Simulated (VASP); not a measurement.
BaTiO3: single point with PBE

The system is BaTiO3.

```
Ba Ti O
1.0
     4.03253    0.00000    0.00000
     0.00000    4.03253    0.00000
     0.00000    0.00000    4.03253
Ba Ti O
1 1 3
Cartesian
  2.0163 2.0163 2.0163
  0.0000 0.0000 0.0000
  0.0000 0.0000 2.0163
  0.0000 2.0163 0.0000
  2.0163 0.0000 0.0000
```

```
Program             : VASP 6.6.1
Task                : single point
Functional          : PBE
Potentials or basis : VASP PAW PBE potentials, release 64 (Ba_sv, Ti_sv, O)
Cutoff              : 520 eV
k mesh              : 7 × 7 × 7
Occupations         : fermi-dirac, width 0.05 eV
Spin                : no spin polarisation
```

| Property | Result |
| --- | --- |
| Pressure | 0.1 GPa |
| Band gap on the k mesh | 1.76 eV (least direct gap 1.87 eV) |

Levels at points of the mesh, in eV from the valence-band top:
```tsv
k point	band 17	band 18	band 19	band 20	band 21	band 22	band 23	band 24
(0.00, 0.00, 0.00)	-1.00	-0.11	-0.11	-0.11	1.76	1.76	1.76	3.81
```

It took 66 s on 1 thread of AMD EPYC 7R43 64-Core Processor (Zen 3) (shared host), peak memory 0.16 GiB.

Caveat: spin-orbit coupling is left out, which moves the levels of the heavy elements; an odd mesh through Γ misses points on the zone boundary, where band edges can lie.
